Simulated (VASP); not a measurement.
# AgC2 (P4/nmm) in VASP: single point with PBE

Aim: the single point of AgC2 with PBE.

Everything below comes from runs of VASP 6.6.1. Logs are shortened: lines on timing, memory, paths and dates and some standing lists are left out, and cuts for length are marked.

## (1) The cell of the first run

It takes space group P4/nmm (No. 129, tetragonal). Conventional cell: a = 2.745 Å, b = 2.745 Å, c = 8.462 Å, α = 90.00°, β = 90.00°, γ = 90.00°. Ag (site symmetry 4mm) has 9 C at 2.35 to 3.32 Å and 8 Ag at 2.75 to 3.12 Å within 3.4 Å. Within 1.8 Å of C (site symmetry 4mm) lie 1 C at 1.37 Å. Within 1.8 Å of C (site symmetry 4mm) lie 1 C at 1.37 Å.

The cell was generated, and may not be a known phase.

## (2) Single point, PBE

INCAR reads:

```
SYSTEM = AgC2
PREC = Accurate
ENCUT = 700
EDIFF = 1E-6
ISMEAR = 0
SIGMA = 0.2
LREAL = .False.
LASPH = .True.
NELM = 120
ALGO = Normal
ISIF = 2
LWAVE = .False.
LCHARG = .False.
GGA = PE
NBANDS = 36
GGA_COMPAT = .False.
```

KPOINTS reads:

```
regular mesh
0
Gamma
  5 5 2
  0 0 0
```

POSCAR reads:

```
AgC2
1.0
    2.7454995455      0.0000000000      0.0000000000
    0.0000000000      2.7454995455      0.0000000000
    0.0000000000      0.0000000000      8.4618606963
Ag C
2 4
Direct
    0.0000000000      0.5000000000      0.6444688428
    0.5000000000      0.0000000000      0.3555311572
    0.5000000000      0.0000000000      0.8016416933
    0.0000000000      0.5000000000      0.1983583067
    0.0000000000      0.5000000000      1.0368129807
    0.5000000000      0.0000000000     -0.0368129807
```

Potentials or basis: VASP PAW PBE potentials, release 64 (Ag_sv_GW, C).

Launch:

```
cat potpaw_PBE.64/Ag_sv_GW/POTCAR potpaw_PBE.64/C/POTCAR > POTCAR
mpirun -np 1 vasp_std > vasp.out
```

OUTCAR:

```text
SYSTEM = AgC2
   PREC = Accurate
   ENCUT = 700
   EDIFF = 1E-6
   ISMEAR = 0
   LREAL = .False.
   LASPH = .True.
   NELM = 120
   ISIF = 2
   GGA = PE

 ion  position               nearest neighbor table
   1  0.000  0.500  0.644-   3 2.35   3 2.35   3 2.35   3 2.35
   2  0.500  0.000  0.356-   4 2.35   4 2.35   4 2.35   4 2.35
   3  0.500  0.000  0.802-   6 1.37   1 2.35   1 2.35   1 2.35   1 2.35
   4  0.000  0.500  0.198-   5 1.37   2 2.35   2 2.35   2 2.35   2 2.35
   5  0.000  0.500  0.037-   4 1.37   6 2.04   6 2.04   6 2.04   6 2.04
   6  0.500  0.000  0.963-   3 1.37   5 2.04   5 2.04   5 2.04   5 2.04

  LATTYP: Found a simple tetragonal cell.
 ALAT       =     2.7454995455
 C/A-ratio  =     3.0820841730

  Lattice vectors:

 A1 = (   2.7454995455,   0.0000000000,   0.0000000000)
 A2 = (   0.0000000000,   2.7454995455,   0.0000000000)
 A3 = (   0.0000000000,   0.0000000000,   8.4618606963)

Analysis of symmetry for initial positions (statically):
=====================================================================
 Subroutine PRICEL returns:
 Original cell was already a primitive cell.

 Routine SETGRP: Setting up the symmetry group for a
 simple tetragonal supercell.

 Subroutine GETGRP returns: Found 16 space group operations
 (whereof  8 operations were pure point group operations)
 out of a pool of 16 trial point group operations.

The static configuration has the point symmetry D_2d.
 The point group associated with its full space group is D_4h.

Analysis of symmetry for dynamics (positions and initial velocities):
=====================================================================
 Subroutine PRICEL returns:
 Original cell was already a primitive cell.

 Routine SETGRP: Setting up the symmetry group for a
 simple tetragonal supercell.

 Subroutine GETGRP returns: Found 16 space group operations
 (whereof  8 operations were pure point group operations)
 out of a pool of 16 trial point group operations.

The dynamic configuration has the point symmetry D_2d.
 The point group associated with its full space group is D_4h.

 Subroutine INISYM returns: Found 16 space group operations
 (whereof  8 operations are pure point group operations),
 and found     1 'primitive' translations

----------------------------------------------------------------------------------------

[... 88 lines left out ...]
   LREAL  =      F    real-space projection
   EDIFFG = 0.1E-04   stopping-criterion for IOM
   NSW    =      0    number of steps for IOM
   IBRION =     -1    ionic relax: 0-MD 1-quasi-New 2-CG
   NFREE  =      0    steps in history (QN), initial steepest desc. (CG)
   ISIF   =      2    stress and relaxation
   ISYM   =      2    0-nonsym 1-usesym 2-fastsym
   POTIM  = 0.5000    time-step for ionic-motion
   TEBEG  =    0.0;   TEEND  =   0.0 temperature during run
   PSTRESS=    0.0 pullay stress
   NELECT =      54.0000    total number of electrons
   NUPDOWN=      -1.0000    fix difference up-down
   EMIN   =  10.00;   EMAX   =-10.00  energy-range for DOS
   EFERMI =   0.00;   METHOD = LEGACY
   ISMEAR =     0;   SIGMA  =   0.20  broadening in eV -4-tet -1-fermi 0-gaus
   EFERMI_NEDOS =   21; number of points for ismear=-14 and -15
   IALGO  =     38    algorithm
   IMIX   =      4    mixing-type and parameters
     AMIX     =   0.40;   BMIX     =  1.00
     AMIX_MAG =   1.60;   BMIX_MAG =  1.00
  volume/ion in A,a.u.               =      10.63        71.74
  Fermi-wavevector in a.u.,A,eV,Ry     =   1.548709  2.926636 32.633576  2.398500
  Thomas-Fermi vector in A             =   2.653621
   LORBIT       =      0    0 simple, 1 ext, 2 COOP (PROOUT), +10 PAW based schemes
   GGA     = PE    functional components
   LHFCALC =     F    Hartree Fock is set to
   AEXX    =    0.0000 exact exchange contribution
   IVDW    =     0    specifies the selected vdW correction
   LEPSILON=     F    determine dielectric tensor
   LRPA    =     F    only Hartree local field effects (RPA)
 non-spin polarized calculation
 Gauss-broadening in eV      SIGMA  =   0.20
  energy-cutoff  :      700.00
  volume of cell :       63.78
 maximum number of plane-waves:      2718
 NGX is ok and might be reduce to    24
   NGX = 11   NGY = 11   NGZ = 37

 number of electron      54.0000014 magnetization

 Free energy of the ion-electron system (eV)
  ---------------------------------------------------
  ext. energy  EPLUGINS =         0.00000000
  ---------------------------------------------------
  free energy    TOTEN  =       -26.79329773 eV

  energy without entropy =      -26.74380015  energy(sigma->0) =      -26.76854894

 E-fermi :   6.6597     XC(G=0): -12.3471

 val. band max:        6.6274127162   @ k =   0.4000   0.2000   0.5000
 cond. band min:       6.8063319022   @ k =   0.2000   0.2000   0.0000
 fundamental gap:      0.1789191860
 Fermi energy:         6.6597275093

 k-point     1 :       0.0000    0.0000    0.0000
  band No.  band energies     occupation
      1     -85.6184      2.00000
      2     -85.6149      2.00000
      3     -49.0861      2.00000
      4     -49.0480      2.00000
      5     -49.0187      2.00000
      6     -49.0187      2.00000
[... 457 lines left out ...]
     35      15.8962      0.00000
     36      15.9326      0.00000

------------------------ aborting loop because EDIFF is reached ----------------------------------------

  FORCE on cell =-STRESS in cart. coord.  units (eV):
  Direction    XX          YY          ZZ          XY          YZ          ZX
  --------------------------------------------------------------------------------------
  -------------------------------------------------------------------------------------
  Total       -0.3126171     -0.3126171     -0.1408685      0.0000000      0.0000000     -0.0000000
  in kB       -7.8526209     -7.8526209     -3.5384718      0.0000000      0.0000000     -0.0000000
  external PRESSURE =      -6.4145712 kB  Pullay stress =       0.0000000 kB

 VOLUME and BASIS-vectors are now :
 -----------------------------------------------------------------------------
  energy-cutoff  :      700.00
  volume of cell :       63.78
      direct lattice vectors                 reciprocal lattice vectors
     2.745499545  0.000000000  0.000000000     0.364232441  0.000000000  0.000000000
     0.000000000  2.745499545  0.000000000     0.000000000  0.364232441  0.000000000
     0.000000000  0.000000000  8.461860696     0.000000000  0.000000000  0.118177318

 POSITION                                       TOTAL-FORCE (eV/Angst)
 -----------------------------------------------------------------------------------
      0.00000      1.37275      5.45341        -0.000000     -0.000000     -0.031536
      1.37275      0.00000      3.00846         0.000000     -0.000000      0.031536
      1.37275      0.00000      6.78338         0.000000     -0.000000     -0.062891
      0.00000      1.37275      1.67848        -0.000000      0.000000      0.062891
      0.00000      1.37275      0.31151        -0.000000     -0.000000     -0.054463
      1.37275      0.00000      8.15035        -0.000000      0.000000      0.054463
 -----------------------------------------------------------------------------------
    total drift:                                0.000000      0.000000     -0.000000

  FREE ENERGIE OF THE ION-ELECTRON SYSTEM (eV)
  ---------------------------------------------------
  free  energy   TOTEN  =       -26.7932977323 eV

  energy  without entropy=      -26.7438001523  energy(sigma->0) =      -26.76854894
```

Run time: 46 s. Hardware: 1 thread of AMD EPYC 7R13 (Zen 3), shared host; peak memory 0.19 GiB.

Results:

```yaml
Free_energy: -26.7933 eV
Pressure: -0.6 GPa
Largest_force: 0.063 eV/Å
Band_gap_on_the_k_mesh: zero (bands 27 and 28 overlap by 1.62 eV)
```

Forces in eV/Å, atoms in the order of the input:
```
Ag   0.000  0.000 -0.032
Ag   0.000  0.000  0.032
C    0.000  0.000 -0.063
C    0.000  0.000  0.063
C    0.000  0.000 -0.054
C    0.000  0.000  0.054
```

Levels at points of the mesh, in eV from the Fermi level:
```tsv
k point	band 23	band 24	band 25	band 26	band 27	band 28	band 29	band 30
(0.00, 0.00, 0.00)	-3.37	-2.26	-2.26	-1.98	1.09	1.09	1.76	4.04
(0.00, 0.00, 0.50)	-3.37	-2.76	-2.16	-2.16	0.96	0.96	1.81	4.19
```

Caveat: the k points lie up to 0.46 Å⁻¹ apart, too coarse for converged energies and pressures of a metal.

The gap in the log of VASP goes by the Fermi energy; the results here count the filled bands.